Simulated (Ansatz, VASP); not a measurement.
One calculation of Hf, two programs

File INCAR:

```
SYSTEM = Hf
ALGO = Normal
EDIFF = 1E-6
ENCUT = 520
ISIF = 2
ISMEAR = -1
LASPH = .TRUE.
LCHARG = .TRUE.
LELF = .TRUE.
LREAL = .FALSE.
LVHAR = .TRUE.
LWAVE = .FALSE.
NBANDS = 17
NELM = 60
PREC = Accurate
SIGMA = 0.05
```

File KPOINTS:

```
k-points
0
G
  11 11 11
  0 0 0
```

The input POSCAR:

```
Hf
1.0
    0.0000000000      2.7361401257      2.7361401257
    2.7361401257      0.0000000000      2.7361401257
    2.7361401257      2.7361401257      0.0000000000
Hf
2
Direct
   -0.1250000000     -0.1250000000     -0.1250000000
    0.1250000000      0.1250000000      0.1250000000
```

Input for Ansatz:

```yaml
crystal:
  lattice:
    - [0.0, 2.7361401257, 2.7361401257]
    - [2.7361401257, 0.0, 2.7361401257]
    - [2.7361401257, 2.7361401257, 0.0]
  atoms:
    - { symbol: Hf, position: [-0.125, -0.125, -0.125] }
    - { symbol: Hf, position: [0.125, 0.125, 0.125] }
kpoints:
  mp_grid: { grid: [11, 11, 11] }
scf:
  occupations: { method: fermi_dirac, width: 0.05 }
hamiltonian:
  xc: lda
  pseudopotentials: { kind: all_electron, lapw: { basis_error: 0.001 } }
output:
  forces: true
  stress: true
  eigenvalues: true
  populations: true
```

Change from the starting cell: volume scaled by 0.68, LAPW.

Alike in both runs: task single point; functional LDA; k mesh 11 × 11 × 11; occupations fermi-dirac, width 0.05 eV; no spin polarisation.

|  | VASP | Ansatz |
| --- | --- | --- |
| version | VASP 6.6.1 | Ansatz 0.2.0 |
| potentials or method | VASP PAW LDA potentials, release 64 (Hf_pv), cutoff 520 eV | all-electron LAPW, scalar-relativistic |

VASP gave:

| Property | Result |
| --- | --- |
| pressure (GPa) | 32.1 |

Which values does Ansatz return?

Pressure (GPa): 33.1.

LDA's correlation is that of Perdew and Zunger in VASP and of Perdew and Wang (1992) in Ansatz. Both programs put the cell under a high pressure, so it lies far from rest at this level. Ansatz ran all-electron here, and VASP with PAW potentials.

Neither program's run includes spin-orbit coupling.
